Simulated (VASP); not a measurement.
# Si3Ge5 (P1) in VASP: notebook

Aim: see how the results for Si3Ge5 move with the level of theory and the settings. Levels: HSE06, PBEsol. Tasks: single point.

All numbers are computed with VASP 6.6.1; they aren't measurements. Logs are shortened: lines on timing, memory, paths and dates and some standing lists are left out, and cuts for length are marked.

## 1. The cell of the first run

The typed cell holds 64 atoms: a = 11.148 Å, b = 11.148 Å, c = 11.148 Å, α = 90.00°, β = 90.00°, γ = 90.00°.

## 2. Single point, HSE06

POSCAR reads:

```
Si3Ge5
1.0
   11.1477150000      0.0000000000      0.0000000000
    0.0000000000     11.1477150000      0.0000000000
    0.0000000000      0.0000000000     11.1477150000
Ge Si
40 24
Direct
    0.9997060000      0.0007940000      0.0011300000
    0.0024010000      0.4972000000      0.0016510000
    0.0017760000      0.5022160000      0.4982670000
    0.4978800000      0.0028840000      0.9968940000
    0.4986900000      0.5017240000      0.5034890000
    0.1302550000      0.1278210000      0.1245390000
    0.1239130000      0.1243040000      0.6236860000
    0.6274160000      0.1280310000      0.1218310000
    0.6224940000      0.6212890000      0.1228780000
    0.2510660000      0.2533610000      0.5002270000
    0.2484580000      0.7468160000      0.0024290000
    0.2499220000      0.7479660000      0.4995130000
    0.7478140000      0.2471400000      0.5037690000
    0.7490470000      0.7493400000      0.9978410000
    0.7505150000      0.7459950000      0.5006140000
    0.3727820000      0.8771420000      0.1266830000
    0.3797400000      0.8743680000      0.6253660000
    0.8728330000      0.3784410000      0.6271190000
    0.8766710000      0.8712810000      0.1270560000
    0.8748360000      0.8787920000      0.6239500000
    0.2539540000      0.0023660000      0.7520560000
    0.2506240000      0.4996460000      0.2487610000
    0.2492620000      0.4968370000      0.7488960000
    0.7504400000      0.9999400000      0.2503460000
    0.7546400000      0.4995030000      0.2494890000
    0.3752750000      0.1222090000      0.3755170000
    0.3787670000      0.6231350000      0.8752700000
    0.8773570000      0.1245100000      0.3771930000
    0.8700800000      0.1257080000      0.8750340000
    0.8735970000      0.6203880000      0.8722540000
    0.0015470000      0.2534740000      0.2503370000
    0.0010140000      0.2524480000      0.7531910000
    0.0007360000      0.7480230000      0.7469130000
    0.4976410000      0.2516110000      0.2467600000
    0.4971300000      0.7477110000      0.2519920000
    0.1229010000      0.8751100000      0.3727520000
    0.1253600000      0.8743260000      0.8748990000
    0.6248540000      0.3752990000      0.3758570000
    0.6234530000      0.8755720000      0.3777760000
    0.6239070000      0.8756280000      0.8698810000
    0.0007820000      0.9995200000      0.4991620000
    0.5023340000      0.0018080000      0.5028530000
    0.5000170000      0.4941880000      0.9981510000
    0.1232400000      0.6246280000      0.1279660000
    0.1264900000      0.6239490000      0.6245370000
    0.6218720000      0.1245140000      0.6282610000
    0.6257600000      0.6242080000      0.6285070000
    0.2534650000      0.2520840000      0.9978390000
    0.7498140000      0.2547390000      0.9984820000
    0.3741210000      0.3755780000      0.1207440000
    0.3777710000      0.3731990000      0.6277240000
    0.8749840000      0.3729930000      0.1229040000
    0.2489880000      0.0003930000      0.2507100000
    0.7472590000      0.0020080000      0.7472680000
    0.7439510000      0.4985380000      0.7508060000
    0.3761070000      0.1312240000      0.8746250000
    0.3738840000      0.6232890000      0.3762260000
    0.8777890000      0.6261500000      0.3736680000
    0.0001020000      0.7461910000      0.2501020000
    0.5005640000      0.2501320000      0.7508060000
    0.5022810000      0.7470160000      0.7481360000
    0.1265430000      0.3769130000      0.3749030000
    0.1284350000      0.3735970000      0.8779610000
    0.6241120000      0.3739610000      0.8746120000
```

INCAR.step1 reads:

```
PREC = Accurate ; ENCUT = 410
EDIFF = 1E-5 ; ISMEAR = -1
SIGMA = 0.05 ; LREAL = Auto
LASPH = T ; NELM = 120
ALGO = Normal ; ISIF = 2
LWAVE = T ; LCHARG = F
GGA = PE ; ISYM = -1
NBANDS = 366 ; GGA_COMPAT = F
KPAR = 1
```

INCAR.step2 reads:

```
PREC = Accurate ; ENCUT = 410
EDIFF = 1E-6 ; ISMEAR = -1
SIGMA = 0.05 ; LREAL = Auto
LASPH = T ; NELM = 120
ALGO = Normal ; ISIF = 2
LWAVE = F ; LCHARG = F
GGA = PE ; LHFCALC = T
HFSCREEN = 0.2079 ; PRECFOCK = Fast
ISTART = 1 ; ISYM = -1
NBANDS = 366 ; GGA_COMPAT = F
KPAR = 1
```

KPOINTS reads:

```
explicit points
1
Reciprocal
  0.25000000   0.25000000   0.25000000 1
```

Potentials or basis: VASP PAW PBE potentials, release 64 (Ge_d, Si).

Launch:

```
$ cat potpaw_PBE.64/Ge_d/POTCAR potpaw_PBE.64/Si/POTCAR > POTCAR
$ cp INCAR.step1 INCAR
$ mpirun -np 8 vasp_std > vasp.out
$ cp INCAR.step2 INCAR
$ mpirun -np 8 vasp_std > vasp.out
```

OUTCAR:

```text
PREC = Accurate
   ENCUT = 410
   EDIFF = 1E-6
   ISMEAR = -1
   LREAL = Auto
   LASPH = T
   NELM = 120
   ISIF = 2
   GGA = PE
   LHFCALC = T
   HFSCREEN = 0.2079
   PRECFOCK = Fast
   ISTART = 1
   ISYM = -1

 ion  position               nearest neighbor table
   1  1.000  0.001  0.001-  37 2.44  19 2.44  29 2.45   6 2.45
   2  0.002  0.497  0.002-  52 2.40  63 2.40  44 2.41  30 2.46
   3  0.002  0.502  0.498-  58 2.40  45 2.40  62 2.40  18 2.46
   4  0.498  0.003  0.997-  56 2.40   8 2.44  40 2.45  16 2.45
   5  0.499  0.502  0.503-  57 2.41  51 2.41  47 2.41  38 2.45
   6  0.130  0.128  0.125-  53 2.40  48 2.41  31 2.45   1 2.45
[... 56 lines left out ...]
  63  0.128  0.374  0.878-  48 2.36  23 2.40   2 2.40  32 2.40
  64  0.624  0.374  0.875-  43 2.37  55 2.37  49 2.37  60 2.39

IMPORTANT INFORMATION: All symmetrisations will be switched off!
NOSYMM: (Re-)initialisation of all symmetry stuff for point group C_1.

----------------------------------------------------------------------------------------

                                     Primitive cell

  volume of cell :    1385.3438

  direct lattice vectors                    reciprocal lattice vectors
    11.147715000  0.000000000  0.000000000     0.089704482  0.000000000  0.000000000
     0.000000000 11.147715000  0.000000000     0.000000000  0.089704482  0.000000000
     0.000000000  0.000000000 11.147715000     0.000000000  0.000000000  0.089704482

  length of vectors
    11.147715000 11.147715000 11.147715000     0.089704482  0.089704482  0.089704482

  position of ions in fractional coordinates (direct lattice)
     0.999706000  0.000794000  0.001130000
     0.002401000  0.497200000  0.001651000
     0.001776000  0.502216000  0.498267000
     0.497880000  0.002884000  0.996894000
     0.498690000  0.501724000  0.503489000
     0.130255000  0.127821000  0.124539000
[... 56 lines left out ...]
     0.128435000  0.373597000  0.877961000
     0.624112000  0.373961000  0.874612000

  ion indices of the primitive-cell ions
   primitive index   ion index
                 1           1
                 2           2
                 3           3
                 4           4
                 5           5
                 6           6
[... 56 lines left out ...]
                63          63
                64          64

----------------------------------------------------------------------------------------

 KPOINTS: explicit points

Read explicit list of k-points.

 Found      1 k-points:

 Following reciprocal coordinates:
            Coordinates               Weight
  0.250000  0.250000  0.250000      1.000000
   k-points           NKPTS =      1   k-points in BZ     NKDIM =      1   number of bands    NBANDS=    368
   number of dos      NEDOS =    301   number of ions     NIONS =     64
   total plane-waves  NPLWV = 512000
   dimension x,y,z NGX =    80 NGY =   80 NGZ =   80
   dimension x,y,z NGXF=   160 NGYF=  160 NGZF=  160
   ions per type =              40  24
   NGX,Y,Z   is equivalent  to a cutoff of  11.93, 11.93, 11.93 a.u.
   NGXF,Y,Z  is equivalent  to a cutoff of  23.86, 23.86, 23.86 a.u.
 SYSTEM =  unknown system
   PREC   = accura    normal or accurate (medium, high low for compatibility)
   ISTART =      1    job   : 0-new  1-cont  2-samecut
   ICHARG =      0    charge: 1-file 2-atom 10-const
   ISPIN  =      1    spin polarized calculation?
   LNONCOLLINEAR =      F non collinear calculations
   LSORBIT =      F    spin-orbit coupling
   LASPH  =      T    aspherical Exc in radial PAW
   ENCUT  =  410.0 eV  30.13 Ry    5.49 a.u.  18.40 18.40 18.40*2*pi/ulx,y,z
   NELM   =    120;   NELMIN=  2; NELMDL=  0     # of ELM steps
   EDIFF  = 0.1E-05   stopping-criterion for ELM
   LREAL  =      T    real-space projection
   EDIFFG = 0.1E-04   stopping-criterion for IOM
   NSW    =      0    number of steps for IOM
   IBRION =     -1    ionic relax: 0-MD 1-quasi-New 2-CG
   NFREE  =      0    steps in history (QN), initial steepest desc. (CG)
   ISIF   =      2    stress and relaxation
   ISYM   =     -1    0-nonsym 1-usesym 2-fastsym
   POTIM  = 0.5000    time-step for ionic-motion
   TEBEG  =    0.0;   TEEND  =   0.0 temperature during run
   PSTRESS=    0.0 pullay stress
   NELECT =     656.0000    total number of electrons
   NUPDOWN=      -1.0000    fix difference up-down
   EMIN   =  10.00;   EMAX   =-10.00  energy-range for DOS
   EFERMI =   0.00;   METHOD = LEGACY
   ISMEAR =    -1;   SIGMA  =   0.05  broadening in eV -4-tet -1-fermi 0-gaus
   EFERMI_NEDOS =   21; number of points for ismear=-14 and -15
   IALGO  =     38    algorithm
   IMIX   =      1    mixing-type and parameters
     AMIX     =   0.40;   BMIX     =  1.00
     AMIX_MAG =   1.60;   BMIX_MAG =  1.00
  volume/ion in A,a.u.               =      21.65       146.07
  Fermi-wavevector in a.u.,A,eV,Ry     =   1.276018  2.411325 22.153317  1.628223
  Thomas-Fermi vector in A             =   2.408698
   LORBIT       =      0    0 simple, 1 ext, 2 COOP (PROOUT), +10 PAW based schemes
   GGA     = PE    functional components
   LHFCALC =     T    Hartree Fock is set to
   PRECFOCK=fast      Normal, Fast or Accurate (Low or Medium for compatibility)
   ENCUT4O =  -1.0   cutoff for four orbital integrals eV
   NKREDX  =     1    reduce k-point grid by
   NKREDY  =     1    reduce k-point grid by
   NKREDZ  =     1    reduce k-point grid by
   AEXX    =    0.2500 exact exchange contribution
   HFSCREEN=    0.2079 screening length (either q_TF or 0.3 A-1)
   HFSCREENC=   0.2079 screening length for correlation (either q_TF or 0.3 A-1)
   ENCUTFOCK=  -1.0 apply spherical cutoff to Coloumb kernel
   IVDW    =     0    specifies the selected vdW correction
   LEPSILON=     F    determine dielectric tensor
   LRPA    =     F    only Hartree local field effects (RPA)
 non-spin polarized calculation
  energy-cutoff  :      410.00
  volume of cell :     1385.34
 maximum number of plane-waves:     26133
 NGX is ok and might be reduce to    80
  NGX = 40; NGY = 40; NGZ = 40

 number of electron     656.0000044 magnetization

 Free energy of the ion-electron system (eV)
  ---------------------------------------------------
  ext. energy  EPLUGINS =         0.00000000
  ---------------------------------------------------
  free energy    TOTEN  =      -363.90044128 eV

  energy without entropy =     -363.90044109  energy(sigma->0) =     -363.90044118

 E-fermi :   5.4661     XC(G=0):  -8.1081

 val. band max:        4.6013759710   @ k =   0.2500   0.2500   0.2500
 cond. band min:       6.3372210239   @ k =   0.2500   0.2500   0.2500
 fundamental gap:      1.7358450529
 Fermi energy:         5.4660523310

 k-point     1 :       0.2500    0.2500    0.2500
  band No.  band energies     occupation
      1     -22.8200      2.00000
      2     -22.8171      2.00000
      3     -22.8150      2.00000
      4     -22.8128      2.00000
      5     -22.8104      2.00000
      6     -22.8081      2.00000
[... 332 lines left out ...]
    339       7.3230      0.00000
    340       7.3406      0.00000
 [bands above 340 left out]

------------------------ aborting loop because EDIFF is reached ----------------------------------------

  FORCE on cell =-STRESS in cart. coord.  units (eV):
  Direction    XX          YY          ZZ          XY          YZ          ZX
  --------------------------------------------------------------------------------------
  -------------------------------------------------------------------------------------
  Total       -0.1770827     -0.1284226     -0.1821715     -8.2276977     -8.2588103     -8.3363661
  in kB       -0.2047996     -0.1485232     -0.2106849     -9.5154939     -9.5514763     -9.6411711
  external PRESSURE =      -0.1880026 kB  Pullay stress =       0.0000000 kB

 VOLUME and BASIS-vectors are now :
 -----------------------------------------------------------------------------
  energy-cutoff  :      410.00
  volume of cell :     1385.34
      direct lattice vectors                 reciprocal lattice vectors
    11.147715000  0.000000000  0.000000000     0.089704482  0.000000000  0.000000000
     0.000000000 11.147715000  0.000000000     0.000000000  0.089704482  0.000000000
     0.000000000  0.000000000 11.147715000     0.000000000  0.000000000  0.089704482

 POSITION                                       TOTAL-FORCE (eV/Angst)
 -----------------------------------------------------------------------------------
     11.14444      0.00885      0.01260        -0.008710     -0.000934     -0.021583
      0.02677      5.54264      0.01840        -0.006595     -0.014618      0.009700
      0.01980      5.59856      5.55454        -0.000822      0.009063     -0.010915
      5.55022      0.03215     11.11309        -0.005113      0.002536     -0.017671
      5.55925      5.59308      5.61275         0.003104     -0.008401      0.003790
      1.45205      1.42491      1.38833         0.017515     -0.011388     -0.000071
[... 56 lines left out ...]
      1.43176      4.16475      9.78726         0.016374     -0.011998     -0.011262
      6.95742      4.16881      9.74993         0.003301      0.010905      0.004936
 -----------------------------------------------------------------------------------
    total drift:                                0.011107     -0.005129      0.002434

  FREE ENERGIE OF THE ION-ELECTRON SYSTEM (eV)
  ---------------------------------------------------
  free  energy   TOTEN  =      -363.9004412840 eV

  energy  without entropy=     -363.9004410859  energy(sigma->0) =     -363.90044118
```

It took 17 min on 8 MPI ranks of Intel Xeon Platinum 8488C (Sapphire Rapids), shared host; peak memory 0.77 GiB.

Results:

```yaml
Free_energy: -363.9004 eV
Pressure: 0.0 GPa
Largest_force: 0.040 eV/Å
Band_gap_on_the_k_mesh: 1.74 eV
```

Forces on the atoms (eV/Å):
```
Ge  -0.009 -0.001 -0.022
Ge  -0.007 -0.015  0.010
Ge  -0.001  0.009 -0.011
Ge  -0.005  0.003 -0.018
Ge   0.003 -0.008  0.004
Ge   0.018 -0.011  0.000
Ge   0.004  0.013  0.001
Ge   0.008  0.039 -0.005
Ge   0.003 -0.015  0.004
Ge   0.006 -0.010 -0.008
Ge  -0.002 -0.007 -0.007
Ge   0.005 -0.022  0.008
Ge  -0.024  0.008  0.009
Ge  -0.011 -0.009  0.005
Ge  -0.004 -0.015 -0.007
Ge  -0.010 -0.001  0.019
Ge   0.020  0.002 -0.002
Ge  -0.001  0.000  0.017
Ge   0.012 -0.001  0.005
Ge  -0.004  0.003  0.017
Ge  -0.003  0.006 -0.014
Ge   0.001 -0.003  0.005
Ge   0.004 -0.004  0.005
Ge  -0.005 -0.013 -0.011
Ge  -0.004  0.000 -0.003
Ge   0.004 -0.001  0.002
Ge   0.016 -0.007 -0.019
Ge   0.014  0.002  0.017
Ge  -0.001  0.019  0.001
Ge  -0.006  0.001  0.004
Ge  -0.008  0.018 -0.016
Ge  -0.002 -0.004  0.002
Ge   0.008 -0.012 -0.013
Ge  -0.020  0.004 -0.001
Ge  -0.006 -0.010 -0.003
Ge   0.000  0.002  0.002
Ge   0.023  0.000  0.016
Ge   0.003  0.013 -0.001
Ge   0.003  0.002  0.027
Ge   0.011 -0.005 -0.012
Si  -0.006  0.003  0.002
Si  -0.027  0.012  0.006
Si  -0.016  0.007 -0.004
Si  -0.007  0.010  0.005
Si   0.007 -0.013 -0.006
Si   0.003 -0.016  0.014
Si  -0.015 -0.008  0.017
Si   0.002  0.032 -0.009
Si  -0.011 -0.003  0.002
Si   0.015 -0.008 -0.022
Si  -0.016  0.007  0.007
Si  -0.016  0.015  0.002
Si   0.021  0.004  0.004
Si  -0.022  0.021 -0.014
Si   0.002 -0.002 -0.009
Si   0.000  0.022 -0.002
Si   0.007 -0.006  0.009
Si   0.011  0.003 -0.022
Si   0.000 -0.034  0.016
Si   0.005 -0.001 -0.009
Si   0.007 -0.018  0.008
Si   0.005  0.007  0.005
Si   0.016 -0.012 -0.011
Si   0.003  0.011  0.005
```

Stress tensor (GPa, compression positive):
```
-0.02 -0.95 -0.96
-0.95 -0.01 -0.96
-0.96 -0.96 -0.02
```

Caveat: the PAW data sets were made with another functional, which shifts forces and pressure a little; a shifted mesh leaves out Γ, where band edges can lie.

(Continued in part 2 of 2.)
